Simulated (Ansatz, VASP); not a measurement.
# One calculation of CaZr, two programs

```
Ca Zr
1.0
     6.11529    0.00000    0.00000
     0.00000    6.11529    0.00000
     0.00000    0.00000    6.11529
Ca Zr
4 4
Direct
  0.84810 0.84810 0.84810
  0.65190 0.15190 0.34810
  0.34810 0.65190 0.15190
  0.15190 0.34810 0.65190
  0.14636 0.14636 0.14636
  0.35364 0.85364 0.64636
  0.64636 0.35364 0.85364
  0.85364 0.64636 0.35364
```

Alike in both runs: functional PBE; k mesh 4 × 4 × 4; occupations gaussian, width 0.1 eV; no spin polarisation.

Ansatz relaxed the structure, and its values are those at the end. VASP's run is a single point on that final structure, the one shown.

|  | VASP | Ansatz |
| --- | --- | --- |
| version | VASP 6.6.1 | Ansatz 0.2.0 |
| potentials or method | VASP PAW PBE potentials, release 64 (Ca_sv, Zr_sv), cutoff 520 eV | scalar-relativistic, plane waves, PAW |
| valence electrons in the cell | 88 | 88 |

```tsv
	VASP	Ansatz	Ansatz less VASP
gap on the k mesh at the Fermi level (eV)	none	none	-
pressure (GPa)	0.3	0.3	-0.05
```

A gap of «none» marks a metal or a gap that the smearing closes. The functional is the same, so the differences come from potentials, cutoffs and numerics.
